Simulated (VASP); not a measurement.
Wanted: the native input for a VASP 6.6.1 run.

- Task: single point
- Functional: PBE
- Potentials or basis: VASP PAW PBE potentials, release 64 (Al, N)
- Cutoff: 520 eV
- k mesh: 8 × 8 × 8
- Occupations: gaussian, width 0.01 eV
- Spin: no spin polarisation
- Dipole correction: no
- Further INCAR settings: ALGO = Normal; EDIFF = 1e-07; NBANDS = 11

The structure of AlN lies in POSCAR:

```
AlN
1.0
    0.0000000000      2.1566441425      2.1566441425
    2.1566441425      0.0000000000      2.1566441425
    2.1566441425      2.1566441425      0.0000000000
Al N
1 1
Direct
    0.0000000000      0.0000000000      0.0000000000
    0.7500000000      0.7500000000      0.7500000000
```

This cell differs from its parent crystal: volume changed by -6%.

One way to write it, as run:

INCAR

```
SYSTEM = AlN
PREC = Accurate ; ENCUT = 520
EDIFF = 1E-7 ; ISMEAR = 0
SIGMA = 0.01 ; LREAL = .FALSE.
LASPH = .TRUE. ; NELM = 80
ALGO = Normal ; ISIF = 2
LWAVE = .FALSE. ; LCHARG = .FALSE.
GGA = PE ; NBANDS = 11
```

KPOINTS

```
regular mesh
0
G
  8 8 8
  0 0 0
```

Potentials or basis: VASP PAW PBE potentials, release 64 (Al, N).

The run is started by

```sh
$ cat potpaw_PBE.64/Al/POTCAR potpaw_PBE.64/N/POTCAR > POTCAR
$ mpirun -np 1 vasp_std > vasp.out
```

It gave:

The pressure is 13.2 GPa. The band gap on the k mesh is 3.34 eV, indirect (least direct gap 4.54 eV).

Wall time 2.6 s on 1 thread of Intel(R) Xeon(R) 6975P-C (Granite Rapids), with other jobs on the host, peak memory 0.13 GiB.
